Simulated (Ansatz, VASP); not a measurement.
Two plane-wave programs on SiSn2Ge3

Contents of INCAR:

```
PREC = Accurate
ENCUT = 600
EDIFF = 1E-6
ISMEAR = 0
SIGMA = 0.1
LREAL = False
LASPH = True
NELM = 100
ALGO = Normal
ISIF = 3
LWAVE = False
LCHARG = False
GGA = PE
IBRION = 2
NSW = 90
EDIFFG = -0.04
```

File KPOINTS:

```
Automatic mesh
0
Gamma
  3 3 4
```

The input POSCAR:

```
SiSn2Ge3
1.0
    5.8221384300      0.0000000000      0.0000000000
   -2.9110692100      5.0421197800      0.0000000000
    0.0000000000      0.0000000000      4.0892927600
Si Sn Ge
1 2 3
Direct
    0.0000000000      0.0000000000      0.8888130200
    0.6666666700      0.3333333300      0.9631379800
    0.3333333300      0.6666666700      0.9631379800
    0.5000000000      0.5000000000      0.4595159900
    0.5000000000      0.0000000000      0.4595159900
    0.0000000000      0.5000000000      0.4595159900
```

Input for Ansatz:

```yaml
crystal:
  lattice:
    - [5.82213843, 0.0, 0.0]
    - [-2.91106921, 5.04211978, 0.0]
    - [0.0, 0.0, 4.08929276]
  atoms:
    - { symbol: Si, position: [0.0, 0.0, 0.88881302] }
    - { symbol: Sn, position: [0.66666667, 0.33333333, 0.96313798] }
    - { symbol: Sn, position: [0.33333333, 0.66666667, 0.96313798] }
    - { symbol: Ge, position: [0.5, 0.5, 0.45951599] }
    - { symbol: Ge, position: [0.5, 0.0, 0.45951599] }
    - { symbol: Ge, position: [0.0, 0.5, 0.45951599] }
basis:
  ecutwfc: 420
kpoints:
  mp_grid: { grid: [3, 3, 4] }
hamiltonian:
  xc: pbe
scf:
  occupations: { method: gaussian, width: 0.1 }
  lower_state_search: "off"
output:
  forces: true
  stress: true
  eigenvalues: true
relax:
  adjacent_minimum: "off"
  f_tol: 0.04
  max_steps: 70
  cell: { stress_tol: 0.4 }
```

Change from the starting cell: species swapped into the ErCo3Ge2 type (P6mm, No. 183).

Alike in both runs: task relaxation of cell and atoms; functional PBE; k mesh 3 × 3 × 4; occupations gaussian, width 0.1 eV; no spin polarisation.

```csv
,VASP,Ansatz
version,VASP 6.6.1,Ansatz 0.2.0
potentials or method,"VASP PAW PBE potentials, release 64 (Si, Sn_d, Ge_d), cutoff 600 eV","scalar-relativistic, plane waves, PAW"
valence electrons in the cell,74,74
```

```tsv
	VASP	Ansatz	Ansatz less VASP
gap on the k mesh at the Fermi level, each at its own relaxed structure (eV)	none	none	-
relaxed volume (Å³/atom)	25.20	24.74	-0.456
relaxed cell length with the largest relative difference (Å)	5.949	5.730	-0.2193
```

A gap of «none» marks a metal or a gap that the smearing closes.

The k mesh is coarse, so the values compare programs but aren't converged. Noted on VASP's run: the volume moved by over 15 % at a fixed basis, so the end points are rough.
